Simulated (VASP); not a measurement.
Wanted: the native input for a VASP 6.6.1 run.

```yaml
Task: single point
Functional: LDA
Potentials_or_basis: VASP PAW LDA potentials, release 64 (Cd, Au)
Cutoff: 520 eV
k_mesh: 21 × 21 × 12
Occupations: gaussian, width 0.15 eV
Spin: no spin polarisation
Dipole_correction: no
Further_INCAR_settings: ALGO = Fast; EDIFF = 1e-07; NBANDS = 18
```

The structure of CdAu lies in POSCAR:

```
CdAu
1.0
    3.1774291380      0.0000000000      0.0000000000
   -1.5887145690      2.7517343522      0.0000000000
    0.0000000000      0.0000000000      4.3524862428
Cd Au
1 1
Direct
    0.0000000000      0.0000000000      0.0000000000
    0.3333333333      0.6666666667      0.5000000000
```

This cell differs from its parent crystal: ratio of the length along z to the lengths across it x 0.92, volume and fractional coordinates fixed.

The input as run:

INCAR

```
SYSTEM = CdAu
ALGO = Fast
EDIFF = 1E-7
ENCUT = 520
ISIF = 2
ISMEAR = 0
LASPH = .True.
LCHARG = .False.
LREAL = .False.
LWAVE = .False.
NBANDS = 18
NELM = 80
PREC = Accurate
SIGMA = 0.15
```

KPOINTS

```
k-points
0
Gamma
  21 21 12
  0 0 0
```

Potentials or basis: VASP PAW LDA potentials, release 64 (Cd, Au).

Launch:

```bash
$ cat potpaw_LDA.64/Cd/POTCAR potpaw_LDA.64/Au/POTCAR > POTCAR
$ mpirun -np 1 vasp_std > vasp.out
```

It gave:

| Item | Value |
| --- | --- |
| Pressure | -4.8 GPa |
| Band gap on the k mesh | zero (an odd number of electrons rules out a gap without spin polarisation) |

Caveat: the cell stands under tension; spin-orbit coupling is left out, which moves the levels of the heavy elements.

It took 3 min on 1 thread of Oxide Virtual Turin-like Processor, on a shared host, peak memory 0.3 GiB.
